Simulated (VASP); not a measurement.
# Al2Cu (I4/mcm) in VASP: single point with PBEsol

Aim: the single point of Al2Cu with PBEsol.

Everything below comes from runs of VASP 6.6.1. Logs are shortened: lines on timing, memory, paths and dates and some standing lists are left out, and cuts for length are marked.

## (1) The cell of the first run

It takes space group I4/mcm (No. 140, tetragonal). Conventional cell: a = 5.993 Å, b = 5.993 Å, c = 4.828 Å, α = 90.00°, β = 90.00°, γ = 90.00°. Within 3.4 Å of Al (site symmetry m2m) lie 4 Cu at 2.56 Å and 11 Al at 2.70 to 3.19 Å. Within 3.2 Å of Cu (site symmetry 422) lie 2 Cu at 2.41 Å and 8 Al at 2.56 Å.

## (2) Single point, PBEsol

Contents of INCAR:

```
SYSTEM = Al2Cu
  PREC = Accurate
  ENCUT = 520
  EDIFF = 1E-7
  ISMEAR = 0
  SIGMA = 0.15
  LREAL = .False.
  LASPH = .True.
  NELM = 80
  ALGO = Fast
  ISIF = 2
  LWAVE = .False.
  LCHARG = .False.
  GGA = PS
  NBANDS = 26
```

Contents of KPOINTS:

```
Automatic mesh
0
Gamma
  10 10 10
  0 0 0
```

Contents of POSCAR:

```
Al2Cu
1.0
   -2.9965086402      2.9965086402      2.4138103907
    2.9965086402     -2.9965086402      2.4138103907
    2.9965086402      2.9965086402     -2.4138103907
Al Cu
4 2
Direct
    0.1593210787      0.6593210787      0.8186421574
    0.6593210787      0.8406789213      0.5000000000
    0.8406789213      0.3406789213      0.1813578426
    0.3406789213      0.1593210787      0.5000000000
    0.7500000000      0.7500000000      0.0000000000
    0.2500000000      0.2500000000      0.0000000000
```

Potentials or basis: VASP PAW PBE potentials, release 64 (Al, Cu).

Run with:

```sh
$ cat potpaw_PBE.64/Al/POTCAR potpaw_PBE.64/Cu/POTCAR > POTCAR
$ mpirun -np 1 vasp_std > vasp.out
```

OUTCAR:

```text
SYSTEM = Al2Cu
   PREC = Accurate
   ENCUT = 520
   EDIFF = 1E-7
   ISMEAR = 0
   LREAL = .False.
   LASPH = .True.
   NELM = 80
   ISIF = 2
   GGA = PS

 ion  position               nearest neighbor table
   1  0.159  0.659  0.819-   5 2.56   6 2.56   5 2.56   6 2.56   3 2.70   3 2.86   3 2.86   4 3.08
                             2 3.08   2 3.08   4 3.08   4 3.19   2 3.19   2 3.19   4 3.19
   2  0.659  0.841  0.500-   6 2.56   5 2.56   5 2.56   6 2.56   4 2.70   4 2.86   4 2.86   3 3.08
                             1 3.08   1 3.08   3 3.08   1 3.19   3 3.19   1 3.19   3 3.19
   3  0.841  0.341  0.181-   5 2.56   6 2.56   5 2.56   6 2.56   1 2.70   1 2.86   1 2.86   2 3.08
                             4 3.08   4 3.08   2 3.08   4 3.19   2 3.19   4 3.19   2 3.19
   4  0.341  0.159  0.500-   5 2.56   6 2.56   6 2.56   5 2.56   2 2.70   2 2.86   2 2.86   3 3.08
                             1 3.08   1 3.08   3 3.08   1 3.19   3 3.19   3 3.19   1 3.19
   5  0.750  0.750  0.000-   6 2.41   6 2.41   4 2.56   2 2.56   4 2.56   2 2.56   1 2.56   3 2.56
                             3 2.56   1 2.56
   6  0.250  0.250  0.000-   5 2.41   5 2.41   2 2.56   4 2.56   2 2.56   4 2.56   3 2.56   1 2.56
                             1 2.56   3 2.56

  LATTYP: Found a body centered tetragonal cell.
 ALAT       =     5.9930172804
 C/A-ratio  =     0.8055409413

  Lattice vectors:

 A1 = (  -2.9965086402,   2.9965086402,   2.4138103907)
 A2 = (   2.9965086402,  -2.9965086402,   2.4138103907)
 A3 = (   2.9965086402,   2.9965086402,  -2.4138103907)

Analysis of symmetry for initial positions (statically):
=====================================================================
 Subroutine PRICEL returns:
 Original cell was already a primitive cell.

 Routine SETGRP: Setting up the symmetry group for a
 body centered tetragonal supercell.

 Subroutine GETGRP returns: Found 16 space group operations
 (whereof  8 operations were pure point group operations)
 out of a pool of 16 trial point group operations.

The static configuration has the point symmetry C_4h.
 The point group associated with its full space group is D_4h.

Analysis of symmetry for dynamics (positions and initial velocities):
=====================================================================
 Subroutine PRICEL returns:
 Original cell was already a primitive cell.

 Routine SETGRP: Setting up the symmetry group for a
 body centered tetragonal supercell.

 Subroutine GETGRP returns: Found 16 space group operations
 (whereof  8 operations were pure point group operations)
 out of a pool of 16 trial point group operations.

The dynamic configuration has the point symmetry C_4h.
[... 114 lines left out ...]
   ISIF   =      2    stress and relaxation
   ISYM   =      2    0-nonsym 1-usesym 2-fastsym
   POTIM  = 0.5000    time-step for ionic-motion
   TEBEG  =    0.0;   TEEND  =   0.0 temperature during run
   PSTRESS=    0.0 pullay stress
   NELECT =      34.0000    total number of electrons
   NUPDOWN=      -1.0000    fix difference up-down
   EMIN   =  10.00;   EMAX   =-10.00  energy-range for DOS
   EFERMI =   0.00;   METHOD = LEGACY
   ISMEAR =     0;   SIGMA  =   0.15  broadening in eV -4-tet -1-fermi 0-gaus
   EFERMI_NEDOS =   21; number of points for ismear=-14 and -15
   IALGO  =     68    algorithm
   IMIX   =      4    mixing-type and parameters
     AMIX     =   0.40;   BMIX     =  1.00
     AMIX_MAG =   1.60;   BMIX_MAG =  1.00
  volume/ion in A,a.u.               =      14.45        97.51
  Fermi-wavevector in a.u.,A,eV,Ry     =   1.198312  2.264480 19.537292  1.435950
  Thomas-Fermi vector in A             =   2.334204
   LORBIT       =      0    0 simple, 1 ext, 2 COOP (PROOUT), +10 PAW based schemes
   GGA     = PS    functional components
   LHFCALC =     F    Hartree Fock is set to
   AEXX    =    0.0000 exact exchange contribution
   IVDW    =     0    specifies the selected vdW correction
   LEPSILON=     F    determine dielectric tensor
   LRPA    =     F    only Hartree local field effects (RPA)
 non-spin polarized calculation
 RMM-DIIS sequential band-by-band and
 Gauss-broadening in eV      SIGMA  =   0.15
  energy-cutoff  :      520.00
  volume of cell :       86.70
 maximum number of plane-waves:      2358
   NGX = 19   NGY = 19   NGZ = 19

 number of electron      34.0000009 magnetization

 Free energy of the ion-electron system (eV)
  ---------------------------------------------------
  ext. energy  EPLUGINS =         0.00000000
  ---------------------------------------------------
  free energy    TOTEN  =       -26.02411057 eV

  energy without entropy =      -26.00380098  energy(sigma->0) =      -26.01395577

 E-fermi :   8.2242     XC(G=0): -11.0787

 val. band max:        8.2230917995   @ k =  -0.1000   0.3000   0.1000
 cond. band min:       8.2332802709   @ k =  -0.2000  -0.3000   0.2000
 fundamental gap:      0.0101884715
 Fermi energy:         8.2242300739

 k-point     1 :       0.0000    0.0000    0.0000
  band No.  band energies     occupation
      1      -2.7404      2.00000
      2       2.7635      2.00000
      3       2.9584      2.00000
      4       2.9584      2.00000
      5       2.9779      2.00000
      6       3.9030      2.00000
[... 685 lines left out ...]
     25      15.3598      0.00000
     26      15.3905      0.00000

 [... further k-points ...]

------------------------ aborting loop because EDIFF is reached ----------------------------------------

  FORCE on cell =-STRESS in cart. coord.  units (eV):
  Direction    XX          YY          ZZ          XY          YZ          ZX
  --------------------------------------------------------------------------------------
  -------------------------------------------------------------------------------------
  Total        0.1495605      0.1495605      0.1240911      0.0000000      0.0000000      0.0000000
  in kB        2.7639692      2.7639692      2.2932790      0.0000000      0.0000000      0.0000000
  external PRESSURE =       2.6070725 kB  Pullay stress =       0.0000000 kB

 VOLUME and BASIS-vectors are now :
 -----------------------------------------------------------------------------
  energy-cutoff  :      520.00
  volume of cell :       86.70
      direct lattice vectors                 reciprocal lattice vectors
    -2.996508640  2.996508640  2.413810391     0.000000000  0.166860857  0.207141374
     2.996508640 -2.996508640  2.413810391     0.166860857  0.000000000  0.207141374
     2.996508640  2.996508640 -2.413810391     0.166860857  0.166860857  0.000000000

 POSITION                                       TOTAL-FORCE (eV/Angst)
 -----------------------------------------------------------------------------------
      3.95132      0.95481      0.00000        -0.002803     -0.002803     -0.000000
      2.04169      0.95481      2.41381         0.002803     -0.002803     -0.000000
     -0.95481      2.04169      2.41381         0.002803      0.002803      0.000000
      0.95481      2.04169      0.00000        -0.002803      0.002803      0.000000
      0.00000      0.00000      3.62072        -0.000000     -0.000000      0.000000
      0.00000      0.00000      1.20691        -0.000000     -0.000000      0.000000
 -----------------------------------------------------------------------------------
    total drift:                                0.000000      0.000000      0.000000

  FREE ENERGIE OF THE ION-ELECTRON SYSTEM (eV)
  ---------------------------------------------------
  free  energy   TOTEN  =       -26.0241105670 eV

  energy  without entropy=      -26.0038009786  energy(sigma->0) =      -26.01395577
```

stdout:

```text
POSCAR found type information on POSCAR AlCu
 POSCAR found :  2 types and       6 ions
 scaLAPACK will be used
 -----------------------------------------------------------------------------
|                                                                             |
|                                                                             |
|     You enforced a specific xc type in the INCAR file but a different       |
|     I HOPE YOU KNOW WHAT YOU ARE DOING!                                     |
|                                                                             |
 -----------------------------------------------------------------------------

 LDA part: xc-table for (Slater+PW92), standard interpolation
 POSCAR, INCAR and KPOINTS ok, starting setup
 FFT: planning ... GRIDC
 FFT: planning ... GRID_SOFT
 FFT: planning ... GRID
 WAVECAR not read
 entering main loop
```

Run time: 4.2 min. Hardware: 1 thread of Intel Xeon Platinum 8259CL at 2.50GHz (Skylake/Cascade Lake), shared host; peak memory 0.34 GiB.

What came out:

* Free energy: -26.0241 eV
* Pressure: 0.3 GPa
* Largest force: 0.004 eV/Å
* Band gap on the k mesh: zero (bands 17 and 18 overlap by 4.42 eV)

Forces in eV/Å, atoms in the order of the input:
```
Al  -0.003 -0.003  0.000
Al   0.003 -0.003  0.000
Al   0.003  0.003  0.000
Al  -0.003  0.003  0.000
Cu   0.000  0.000  0.000
Cu   0.000  0.000  0.000
```

Caveat: the PAW data sets were made with another functional, which shifts forces and pressure a little.
